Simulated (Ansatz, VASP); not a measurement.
# Two plane-wave programs on Ir

```
Ir
1.0
    -1.53037    1.53037    1.53037
     1.53037   -1.53037    1.53037
     1.53037    1.53037   -1.53037
Ir
1
Direct
  0.00000 0.00000 0.00000
```

Alike in both runs: task single point; functional LDA; k mesh 16 × 16 × 16; occupations fermi-dirac, width 0.1 eV; no spin polarisation.

|  | VASP | Ansatz |
| --- | --- | --- |
| version | VASP 6.6.1 | Ansatz 0.2.0 |
| potentials or method | VASP PAW LDA potentials, release 64 (Ir), cutoff 520 eV | plane waves (420 eV) with PAW, scalar-relativistic |
| valence electrons in the cell | 9 | 17 |

Ansatz gave:

```
pressure (GPa) : 0.1
```

Problem. Estimate VASP's values.

Solution. Pressure (GPa): 2.4.

Ansatz warns that its potentials were made for another functional, while VASP's fit it. LDA's correlation is that of Perdew and Zunger in VASP and of Perdew and Wang (1992) in Ansatz. VASP's potentials hold 9 valence electrons a cell and Ansatz's 17, so a difference there can come from the potentials and not from the codes.

Neither program's run includes spin-orbit coupling.
